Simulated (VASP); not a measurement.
Crystal: SiNi.

```
CELL_PARAMETERS angstrom
5.17310 0.00000 0.00000
0.00000 3.33810 0.00000
0.00000 0.00000 5.60490
ATOMIC_POSITIONS crystal
Si 0.32128 0.75000 0.08250
Si 0.17872 0.25000 0.58250
Si 0.82128 0.75000 0.41750
Si 0.67872 0.25000 0.91750
Ni 0.00779 0.25000 0.18752
Ni 0.49221 0.75000 0.68752
Ni 0.50779 0.25000 0.31248
Ni 0.99221 0.75000 0.81248
```

```yaml
Program: VASP 6.6.1
Task: relaxation of cell and atoms
Functional: PBEsol
Potentials_or_basis: VASP PAW PBE potentials, release 64 (Si, Ni)
Cutoff: 600 eV
k_mesh: 8 × 10 × 6
Occupations: gaussian, width 0.1 eV
Spin: no spin polarisation
```

At the start: pressure -4.2 GPa; volume 12.10 Å³/atom.

Where does the relaxation end?

Over 14 steps the energy falls by 4.5 meV/atom and the volume is 11.82 Å³/atom (-2.3 %); space group Pnma (No. 62, to 0.1 Å) before and after.

Step by step:
| step | energy change (eV) | largest force (eV/Å) | pressure (GPa) | volume (Å³) |
| --- | --- | --- | --- | --- |
| 1 | 0.0000 | 0.0727 | -4.17 | 96.79 |
| 2 | 0.0019 | 0.1162 | 4.78 | 92.44 |
| 3 | -0.0295 | 0.0643 | 0.05 | 94.61 |
| 4 | -0.0311 | 0.0494 | 0.04 | 94.60 |
| 5 | -0.0334 | 0.0479 | 0.04 | 94.55 |
| 6 | -0.0347 | 0.0376 | -0.11 | 94.57 |
| 7 | -0.0355 | 0.0378 | -0.21 | 94.60 |
| 8 | -0.0355 | 0.0407 | -0.14 | 94.61 |
| 9 | -0.0359 | 0.0222 | 0.14 | 94.46 |
| 10 | -0.0359 | 0.0196 | 0.13 | 94.43 |
| 11 | -0.0359 | 0.0159 | 0.24 | 94.39 |
| 12 | -0.0360 | 0.0073 | 0.10 | 94.47 |
| 13 | -0.0360 | 0.0078 | 0.10 | 94.47 |
| 14 | -0.0360 | 0.0023 | 0.01 | 94.53 |

Final structure:
```
CELL_PARAMETERS angstrom
5.09120 0.00000 0.00000
0.00000 3.35768 0.00000
0.00000 0.00000 5.52991
ATOMIC_POSITIONS crystal
Si 0.32142 0.75000 0.08646
Si 0.17858 0.25000 0.58646
Si 0.82142 0.75000 0.41354
Si 0.67858 0.25000 0.91354
Ni 0.00956 0.25000 0.18737
Ni 0.49044 0.75000 0.68737
Ni 0.50956 0.25000 0.31263
Ni 0.99044 0.75000 0.81263
```

Caveat: the PAW data sets were made with another functional, which shifts forces and pressure a little.
